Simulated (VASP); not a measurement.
A run of VASP 6.6.1 is set up as follows.

Contents of POSCAR:

```
WS2
1.0
    1.5858867130      0.9156121207      6.2374759834
   -1.5858867130      0.9156121207      6.2374759834
    0.0000000000     -1.8312242412      6.2374759834
W S
1 2
Direct
    0.0006662240      0.0006662240      0.0006662240
    0.2505579540      0.2505579540      0.2505579540
    0.4174758219      0.4174758219      0.4174758219
```

The input INCAR.step1:

```
SYSTEM = WS2
PREC     = Accurate       ! precision mode
ENCUT    = 520            ! plane-wave cutoff, eV
ISMEAR   = 0              ! smearing method
SIGMA    = 0.01           ! smearing width, eV
LREAL    = .False.        ! projectors in reciprocal space
LASPH    = .True.         ! aspherical terms in the spheres
NELM     = 60             ! most SCF steps
NBANDS   = 20             ! bands
GGA      = PE             ! functional
ALGO     = Normal         ! electronic algorithm
EDIFF    = 1E-4           ! SCF threshold, eV
LWAVE    = .True.         ! write WAVECAR
LCHARG   = .False.        ! write CHGCAR
```

INCAR.step2

```
SYSTEM = WS2
PREC     = Accurate       ! precision mode
ENCUT    = 520            ! plane-wave cutoff, eV
EDIFF    = 1E-6           ! SCF threshold, eV
ISMEAR   = 0              ! smearing method
SIGMA    = 0.01           ! smearing width, eV
LREAL    = .False.        ! projectors in reciprocal space
LASPH    = .True.         ! aspherical terms in the spheres
NELM     = 60             ! most SCF steps
ALGO     = Normal         ! electronic algorithm
ISIF     = 2              ! what is computed and relaxed
LWAVE    = .False.        ! write WAVECAR
LCHARG   = .True.         ! write CHGCAR
METAGGA  = R2SCAN         ! meta-GGA
LMIXTAU  = .True.       
LELF     = .True.         ! ELF
LVHAR    = .True.       
NBANDS   = 20             ! bands
ISTART   = 1
```

File KPOINTS:

```
regular mesh
0
Gamma
  6 6 6
  0 0 0
```

Potentials or basis: VASP PAW PBE potentials, release 64 (W_sv, S).

Command:

```console
$ cat potpaw_PBE.64/W_sv/POTCAR potpaw_PBE.64/S/POTCAR > POTCAR
$ cp INCAR.step1 INCAR
$ mpirun -np 1 vasp_std > vasp.out
$ cp INCAR.step2 INCAR
$ mpirun -np 1 vasp_std > vasp.out
```

(1) Estimate the largest force.

(2) Predict the pressure.

(3) Estimate the band gap on the k mesh.

Results:

(1) 0.025 eV/Å.

(2) 1.4 GPa.

(3) 1.20 eV, indirect (least direct gap 1.97 eV).

Caveat: the PAW data sets were made with another functional, which shifts forces and pressure a little; spin-orbit coupling is left out, which moves the levels of the heavy elements.
